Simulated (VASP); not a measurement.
# SnSe2 (P-3m1) in VASP: a series of runs

The runs below take SnSe2 through single point, relaxation of shape and atoms at fixed volume, with r2SCAN, PBE.

Everything below comes from runs of VASP 6.6.1. Logs are shortened: lines on timing, memory, paths and dates and some standing lists are left out, and cuts for length are marked.

### Step 1. The cell of the first run

The structure is trigonal, space group P-3m1 (No. 164). Conventional cell: a = 3.872 Å, b = 3.872 Å, c = 6.988 Å, α = 90.00°, β = 90.00°, γ = 120.00°. Sn (site symmetry -3m) has 6 Se at 2.75 Å within 3.6 Å. Within 3.6 Å of Se (site symmetry 3m) lie 3 Sn at 2.75 Å.

### Step 2. Single point, r2SCAN

POSCAR reads:

```
SnSe2
1.0
    3.8717475262      0.0000000000      0.0000000000
   -1.9358737631      3.3530317148      0.0000000000
    0.0000000000      0.0000000000      6.9880756110
Sn Se
1 2
Direct
    0.0000000000      0.0000000000      0.0000000000
    0.3333333333      0.6666666667      0.2281475578
    0.6666666667      0.3333333333      0.7718524422
```

INCAR.step1 reads:

```
PREC = Accurate
ENCUT = 520
ISMEAR = 0
SIGMA = 0.02
LREAL = F
LASPH = T
NELM = 60
NBANDS = 20
GGA = PE
ALGO = Normal
EDIFF = 1E-4
LWAVE = T
LCHARG = F
```

INCAR.step2 reads:

```
PREC = Accurate
ENCUT = 520
EDIFF = 1E-6
ISMEAR = 0
SIGMA = 0.02
LREAL = F
LASPH = T
NELM = 60
ALGO = Normal
ISIF = 2
LWAVE = F
LCHARG = F
METAGGA = R2SCAN
LMIXTAU = T
NBANDS = 20
ISTART = 1
```

KPOINTS reads:

```
Automatic mesh
0
Gamma
  12 12 4
```

Potentials or basis: VASP PAW PBE potentials, release 64 (Sn_d, Se).

Started as:

```
cat potpaw_PBE.64/Sn_d/POTCAR potpaw_PBE.64/Se/POTCAR > POTCAR
cp INCAR.step1 INCAR
mpirun -np 1 vasp_std > vasp.out
cp INCAR.step2 INCAR
mpirun -np 1 vasp_std > vasp.out
```

OUTCAR:

```text
PREC = Accurate
   ENCUT = 520
   EDIFF = 1E-6
   ISMEAR = 0
   LREAL = F
   LASPH = T
   NELM = 60
   ISIF = 2
   METAGGA = R2SCAN
   ISTART = 1

 ion  position               nearest neighbor table
   1  0.000  0.000  0.000-   2 2.75   3 2.75   3 2.75   2 2.75   3 2.75   2 2.75
   2  0.333  0.667  0.228-   1 2.75   1 2.75   1 2.75
   3  0.667  0.333  0.772-   1 2.75   1 2.75   1 2.75

  LATTYP: Found a hexagonal cell.
 ALAT       =     3.8717475262
 C/A-ratio  =     1.8048892816

  Lattice vectors:

 A1 = (   3.8717475262,   0.0000000000,   0.0000000000)
 A2 = (  -1.9358737631,   3.3530317148,   0.0000000000)
 A3 = (   0.0000000000,   0.0000000000,   6.9880756110)

Analysis of symmetry for initial positions (statically):
=====================================================================
 Subroutine PRICEL returns:
 Original cell was already a primitive cell.

 Routine SETGRP: Setting up the symmetry group for a
 hexagonal supercell.

 Subroutine GETGRP returns: Found 12 space group operations
 (whereof 12 operations were pure point group operations)
 out of a pool of 24 trial point group operations.

The static configuration has the point symmetry D_3d.

Analysis of symmetry for dynamics (positions and initial velocities):
=====================================================================
 Subroutine PRICEL returns:
 Original cell was already a primitive cell.

 Routine SETGRP: Setting up the symmetry group for a
 hexagonal supercell.

 Subroutine GETGRP returns: Found 12 space group operations
 (whereof 12 operations were pure point group operations)
 out of a pool of 24 trial point group operations.

The dynamic configuration has the point symmetry D_3d.

 Subroutine INISYM returns: Found 12 space group operations
 (whereof 12 operations are pure point group operations),
 and found     1 'primitive' translations

----------------------------------------------------------------------------------------

                                     Primitive cell

  volume of cell :      90.7198

  direct lattice vectors                    reciprocal lattice vectors
     3.871747526  0.000000000  0.000000000     0.258281304  0.149118780  0.000000000
    -1.935873763  3.353031715  0.000000000     0.000000000  0.298237561  0.000000000
     0.000000000  0.000000000  6.988075611     0.000000000  0.000000000  0.143100913

  length of vectors
     3.871747526  3.871747526  6.988075611     0.298237561  0.298237561  0.143100913

  position of ions in fractional coordinates (direct lattice)
     0.000000000  0.000000000  0.000000000
     0.333333333  0.666666667  0.228147558
     0.666666667  0.333333333  0.771852442

  ion indices of the primitive-cell ions
   primitive index   ion index
                 1           1
                 2           2
                 3           3

----------------------------------------------------------------------------------------

 KPOINTS: Automatic mesh

Automatic generation of k-mesh.
 Grid dimensions read from file:
 generate k-points for:   12   12    4

 Generating k-lattice:

  Cartesian coordinates                     Fractional coordinates (reciprocal lattice)
     0.021523442  0.012426565  0.000000000     0.083333333  0.000000000  0.000000000
     0.000000000  0.024853130  0.000000000     0.000000000  0.083333333  0.000000000
     0.000000000  0.000000000  0.035775228     0.000000000  0.000000000  0.250000000

  Length of vectors
     0.024853130  0.024853130  0.035775228

  Shift w.r.t. Gamma in fractional coordinates (k-lattice)
     0.000000000  0.000000000  0.000000000

 Subroutine IBZKPT returns following result:
 ===========================================

 Found     69 irreducible k-points:

 Following reciprocal coordinates:
            Coordinates               Weight
  0.000000  0.000000  0.000000      1.000000
  0.083333  0.000000  0.000000      6.000000
  0.166667  0.000000  0.000000      6.000000
  0.250000  0.000000  0.000000      6.000000
  0.333333  0.000000  0.000000      6.000000
  0.416667  0.000000  0.000000      6.000000
[... 16 lines left out ...]
  0.166667  0.000000  0.250000      6.000000
  0.000000  0.166667  0.250000      6.000000
 [... further k-points ...]
   k-points           NKPTS =     69   k-points in BZ     NKDIM =     69   number of bands    NBANDS=     20
   number of dos      NEDOS =    301   number of ions     NIONS =      3
   total plane-waves  NPLWV =  48600
   dimension x,y,z NGX =    30 NGY =   30 NGZ =   54
   dimension x,y,z NGXF=    60 NGYF=   60 NGZF=  108
   ions per type =               1   2
   NGX,Y,Z   is equivalent  to a cutoff of  12.88, 12.88, 12.85 a.u.
   NGXF,Y,Z  is equivalent  to a cutoff of  25.76, 25.76, 25.69 a.u.
 SYSTEM =  unknown system
   PREC   = accura    normal or accurate (medium, high low for compatibility)
   ISTART =      1    job   : 0-new  1-cont  2-samecut
   ICHARG =      0    charge: 1-file 2-atom 10-const
[... 37 lines left out ...]
 non-spin polarized calculation
 Gauss-broadening in eV      SIGMA  =   0.02
  energy-cutoff  :      520.00
  volume of cell :       90.72
 maximum number of plane-waves:      2464
 NGX is ok and might be reduce to    30
   NGX = 15   NGY = 15   NGZ = 25

 number of electron      25.9999990 magnetization

 Free energy of the ion-electron system (eV)
  ---------------------------------------------------
  ext. energy  EPLUGINS =         0.00000000
  ---------------------------------------------------
  free energy    TOTEN  =       -54.61595645 eV

  energy without entropy =      -54.61595645  energy(sigma->0) =      -54.61595645

 E-fermi :   2.3653     XC(G=0):  -9.0924

 val. band max:        2.2239913803   @ k =   0.1667   0.0000   0.0000
 cond. band min:       3.2021466380   @ k =   0.5000   0.0000   0.5000
 fundamental gap:      0.9781552577
 Fermi energy:         2.3653328229

 k-point     1 :       0.0000    0.0000    0.0000
  band No.  band energies     occupation
      1     -19.5390      2.00000
      2     -19.5389      2.00000
      3     -19.4890      2.00000
      4     -19.4835      2.00000
      5     -19.4835      2.00000
      6     -11.6129      2.00000
[... 12 lines left out ...]
     19      11.7248      0.00000
     20      11.7257      0.00000

 k-point     2 :       0.0833    0.0000    0.0000
  band No.  band energies     occupation
      1     -19.5419      2.00000
      2     -19.5369      2.00000
      3     -19.4874      2.00000
      4     -19.4848      2.00000
      5     -19.4831      2.00000
      6     -11.5471      2.00000
[... 12 lines left out ...]
     19      11.0593      0.00000
     20      11.8395      0.00000

 k-point     3 :       0.1667    0.0000    0.0000
  band No.  band energies     occupation
      1     -19.5503      2.00000
      2     -19.5317      2.00000
      3     -19.4891      2.00000
      4     -19.4817      2.00000
      5     -19.4815      2.00000
      6     -11.3547      2.00000
[... 12 lines left out ...]
     19      10.9850      0.00000
     20      11.5152      0.00000

 k-point     4 :       0.2500    0.0000    0.0000
  band No.  band energies     occupation
      1     -19.5627      2.00000
      2     -19.5261      2.00000
      3     -19.4936      2.00000
      4     -19.4778      2.00000
      5     -19.4745      2.00000
      6     -11.0532      2.00000
[... 12 lines left out ...]
     19      11.2489      0.00000
     20      11.3715      0.00000

 k-point     5 :       0.3333    0.0000    0.0000
  band No.  band energies     occupation
      1     -19.5756      2.00000
      2     -19.5222      2.00000
      3     -19.4978      2.00000
      4     -19.4723      2.00000
      5     -19.4670      2.00000
      6     -10.6811      2.00000
[... 12 lines left out ...]
     19      11.2113      0.00000
     20      12.0627      0.00000
[... 353 lines left out ...]
      6     -11.5247      2.00000
[... 12 lines left out ...]
     19      10.9614      0.00000
     20      11.8116      0.00000

 k-point    22 :       0.0000    0.0833    0.2500
  band No.  band energies     occupation
      1     -19.5419      2.00000
      2     -19.5369      2.00000
      3     -19.4875      2.00000
      4     -19.4848      2.00000
      5     -19.4831      2.00000
      6     -11.5247      2.00000
[... 12 lines left out ...]
     19      11.1541      0.00000
     20      11.6565      0.00000

 k-point    23 :       0.1667    0.0000    0.2500
  band No.  band energies     occupation
      1     -19.5503      2.00000
      2     -19.5318      2.00000
      3     -19.4891      2.00000
      4     -19.4818      2.00000
      5     -19.4815      2.00000
      6     -11.3328      2.00000
[... 12 lines left out ...]
     19      10.8686      0.00000
     20      11.8376      0.00000

 k-point    24 :       0.0000    0.1667    0.2500
  band No.  band energies     occupation
      1     -19.5503      2.00000
      2     -19.5317      2.00000
      3     -19.4891      2.00000
      4     -19.4818      2.00000
      5     -19.4815      2.00000
      6     -11.3327      2.00000
[... 12 lines left out ...]
     19      10.9403      0.00000
     20      11.3464      0.00000

 [... further k-points ...]
[... 5 lines left out ...]
  --------------------------------------------------------------------------------------
  -------------------------------------------------------------------------------------
  Total       -0.9423574     -0.9423574     -1.1059025     -0.0000000      0.0000000      0.0000000
  in kB      -16.6427052    -16.6427052    -19.5310287     -0.0000000      0.0000000      0.0000000
  external PRESSURE =     -17.6054797 kB  Pullay stress =       0.0000000 kB

 VOLUME and BASIS-vectors are now :
 -----------------------------------------------------------------------------
  energy-cutoff  :      520.00
  volume of cell :       90.72
      direct lattice vectors                 reciprocal lattice vectors
     3.871747526  0.000000000  0.000000000     0.258281304  0.149118780  0.000000000
    -1.935873763  3.353031715  0.000000000     0.000000000  0.298237561  0.000000000
     0.000000000  0.000000000  6.988075611     0.000000000  0.000000000  0.143100913

 POSITION                                       TOTAL-FORCE (eV/Angst)
 -----------------------------------------------------------------------------------
      0.00000      0.00000      0.00000         0.000000      0.000000      0.000000
     -0.00000      2.23535      1.59431        -0.000000      0.000000     -0.257009
      1.93587      1.11768      5.39376         0.000000     -0.000000      0.257009
 -----------------------------------------------------------------------------------
    total drift:                               -0.000000     -0.000000      0.000000

  FREE ENERGIE OF THE ION-ELECTRON SYSTEM (eV)
  ---------------------------------------------------
  free  energy   TOTEN  =       -54.6159564512 eV

  energy  without entropy=      -54.6159564512  energy(sigma->0) =      -54.61595645
```

Run time: 4.2 min. Hardware: 1 thread of Intel Xeon Platinum 8559C (Emerald Rapids), shared host; peak memory 0.3 GiB.

What came out:

```yaml
Free_energy: -54.6160 eV
Pressure: -1.8 GPa
Largest_force: 0.257 eV/Å
Band_gap_on_the_k_mesh: 0.98 eV (least direct gap 1.36 eV)
```

Forces in eV/Å, atoms in the order of the input:
```
Sn   0.000  0.000  0.000
Se   0.000  0.000 -0.257
Se   0.000  0.000  0.257
```

Caveat: the PAW data sets were made with another functional, which shifts forces and pressure a little; spin-orbit coupling is left out, which moves the levels of the heavy elements.

### Step 3. Relaxation of shape and atoms at fixed volume, PBE (26.61 Å³/atom)

This run uses another cell than the first one, of 26.61 Å³/atom.

INCAR reads:

```
SYSTEM = SnSe2
PREC = Accurate ; ENCUT = 600
EDIFF = 1E-7 ; ISMEAR = 0
SIGMA = 0.02 ; LREAL = .False.
LASPH = .True. ; NELM = 80
ALGO = Normal ; ISIF = 4
LWAVE = .False. ; LCHARG = .False.
GGA = PE ; IBRION = 2
NSW = 50 ; EDIFFG = -0.01
```

KPOINTS reads:

```
regular mesh
0
Gamma
  12 12 4
  0 0 0
```

POSCAR reads:

```
SnSe2
1.0
    3.8145682075      0.0000000000      0.0000000000
   -1.9072841038      3.3035129722      0.0000000000
    0.0000000000      0.0000000000      6.3352470737
Sn Se
1 2
Direct
    0.0000000000      0.0000000000      0.0000000000
    0.3333333333      0.6666666667      0.2492177531
    0.6666666667      0.3333333333      0.7507822469
```

Potentials or basis: VASP PAW PBE potentials, release 64 (Sn_d, Se).

Started as:

```
cat potpaw_PBE.64/Sn_d/POTCAR potpaw_PBE.64/Se/POTCAR > POTCAR
mpirun -np 1 vasp_std > vasp.out
```

Run time: 4.9 min. Hardware: 1 thread of Intel Xeon Platinum 8559C (Emerald Rapids), shared host; peak memory 0.29 GiB.

It converged, with:

| Property | Result |
| --- | --- |
| Free energy | -11.8429 eV |
| Energy gained by relaxing | 5.1 meV/atom |
| Ionic steps | 6 |
| Pressure after relaxing | 1.4 GPa |
| Largest force after relaxing | 0.004 eV/Å |
| Band gap on the k mesh | 0.65 eV (least direct gap 0.97 eV) |

Forces in eV/Å, atoms in the order of the input:
```
Sn   0.000  0.000  0.000
Se   0.000  0.000  0.004
Se   0.000  0.000 -0.004
```

The path:
```tsv
step	energy change (eV)	largest force (eV/Å)	pressure (GPa)	volume (Å³)
1	0.0000	0.2984	3.04	79.83
2	-0.0068	0.1645	2.53	79.83
3	-0.0086	0.1495	1.33	79.83
4	-0.0104	0.0243	1.80	79.83
5	-0.0140	0.0095	1.57	79.83
6	-0.0152	0.0038	1.36	79.83
```

Final structure:
```
CELL_PARAMETERS angstrom
3.85278 0.00000 0.00000
-1.92639 3.33660 0.00000
0.00000 0.00000 6.21022
ATOMIC_POSITIONS crystal
Sn 0.00000 0.00000 0.00000
Se 0.33333 0.66667 0.25692
Se 0.66667 0.33333 0.74308
```

Levels at points of the mesh, in eV from the valence-band top:
```tsv
k point	band 11	band 12	band 13	band 14	band 15	band 16
(0.00, 0.00, 0.00)	-0.35	-0.35	-0.14	0.83	3.02	4.56
(0.50, 0.00, 0.00)	-2.44	-1.34	-0.29	1.10	3.65	5.14
(0.00, 0.00, 0.50)	-0.70	-0.17	-0.17	2.34	2.90	4.29
(0.50, 0.00, 0.50)	-1.98	-0.88	-0.73	0.65	4.07	4.65
```

Caveat: semilocal functionals underestimate gaps, and a narrow one can read as zero; spin-orbit coupling is left out, which moves the levels of the heavy elements; this functional lacks dispersion, which binds layers or chains, so the pressure and a relaxed spacing across them are unreliable. A k mesh can miss the band edges.

### Step 4. Relaxation of shape and atoms at fixed volume, PBE (27.52 Å³/atom)

This run uses another cell than the first one, of 27.52 Å³/atom.

INCAR reads:

```
SYSTEM = SnSe2
ALGO     = Normal         ! electronic algorithm
EDIFF    = 1E-6           ! SCF threshold, eV
EDIFFG   = -0.01          ! ionic threshold
ENCUT    = 600            ! plane-wave cutoff, eV
GGA      = PE             ! functional
IBRION   = 2              ! ionic algorithm
ISIF     = 4              ! what is computed and relaxed
ISMEAR   = 0              ! smearing method
LASPH    = .True.         ! aspherical terms in the spheres
LCHARG   = .False.        ! write CHGCAR
LREAL    = .False.        ! projectors in reciprocal space
LWAVE    = .False.        ! write WAVECAR
NELM     = 60             ! most SCF steps
NSW      = 50             ! ionic steps
PREC     = Accurate       ! precision mode
SIGMA    = 0.02           ! smearing width, eV
```

KPOINTS reads:

```
k-points
0
Gamma
  12 12 4
  0 0 0
```

POSCAR reads:

```
SnSe2
1.0
    3.8209884138      0.0000000000      0.0000000000
   -1.9104942069      3.3090730339      0.0000000000
    0.0000000000      0.0000000000      6.5292245545
Sn Se
1 2
Direct
    0.0000000000      0.0000000000      0.0000000000
    0.3333333333      0.6666666667      0.2419371998
    0.6666666667      0.3333333333      0.7580628002
```

Started as:

```
cat potpaw_PBE.64/Sn_d/POTCAR potpaw_PBE.64/Se/POTCAR > POTCAR
mpirun -np 1 vasp_std > vasp.out
```

Wall time 3.6 min (1 thread of Intel Xeon Platinum 8559C (Emerald Rapids), shared host); peak memory 0.31 GiB.

Results (log left out):

```
Free energy               : -11.8602 eV
Energy gained by relaxing : 5.2 meV/atom
Ionic steps               : 8
Pressure after relaxing   : 0.7 GPa
Band gap on the k mesh    : 0.70 eV (least direct gap 1.11 eV)
```

The path:
```
step  energy change (eV)  largest force (eV/Å)  pressure (GPa)  volume (Å³)
   1              0.0000                0.2912            2.48        82.56
   2             -0.0067                0.1655            1.99        82.56
   3             -0.0106                0.0426            1.18        82.56
   4             -0.0146                0.0242            0.91        82.56
   5             -0.0155                0.0119            0.71        82.56
   6             -0.0155                0.0108            0.69        82.56
   7             -0.0155                0.0103            0.67        82.56
   8             -0.0155                0.0018            0.72        82.56
```

Final structure:
```xyz
3
Lattice="3.8627 0.0000 0.0000 -1.9313 3.3452 0.0000 0.0000 0.0000 6.3890" Properties=species:S:1:pos:R:3 pbc="T T T"
Sn    1.9313    3.3452    6.3890
Se    0.0000    2.2301    1.5958
Se    1.9313    1.1151    4.7932
```

Levels at points of the mesh, in eV from the valence-band top:
```
           k point  band 11  band 12  band 13  band 14  band 15  band 16
(0.00, 0.00, 0.00)    -0.21    -0.21    -0.17     0.94     3.10     4.63
(0.50, 0.00, 0.00)    -2.28    -1.09    -0.23     1.11     3.78     5.33
(0.00, 0.00, 0.50)    -0.56    -0.08    -0.08     2.29     2.99     4.42
(0.50, 0.00, 0.50)    -1.92    -0.72    -0.54     0.70     4.19     4.76
```

Caveat: semilocal functionals underestimate gaps, and a narrow one can read as zero; spin-orbit coupling is left out, which moves the levels of the heavy elements; this functional lacks dispersion, which binds layers or chains, so the pressure and a relaxed spacing across them are unreliable. A k mesh can miss the band edges.

### Step 5. Summary

```csv
task,level,cell,cutoff (eV),gap on the mesh (eV),pressure (GPa)
single point,r2SCAN,"a = 3.872, b = 3.872, c = 6.988 Å, angles 90.0, 90.0, 120.0°, 3 atoms, atomic positions A",520,0.98,-1.8
relaxation of shape and atoms at fixed volume,PBE,"relaxed from a = 3.815, b = 3.815, c = 6.335 Å, angles 90.0, 90.0, 120.0°, 3 atoms, atomic positions B",600,0.65,1.4
relaxation of shape and atoms at fixed volume,PBE,"relaxed from a = 3.821, b = 3.821, c = 6.529 Å, angles 90.0, 90.0, 120.0°, 3 atoms, atomic positions C",600,0.70,0.7
```

Alike in all rows: potentials or basis VASP PAW PBE potentials, release 64 (Sn_d, Se); no spin polarisation; k mesh 12 × 12 × 4; smearing gaussian 0.02 eV.

Caveats: spin-orbit coupling is left out, which moves the levels of the heavy elements; semilocal functionals underestimate gaps, and a narrow one can read as zero (at least some runs); this functional lacks dispersion, which binds layers or chains, so the pressure and a relaxed spacing across them are unreliable (at least some runs); the PAW data sets were made with another functional, which shifts forces and pressure a little (at least some runs).

Absolute energies hang on the potentials; compare differences alone.
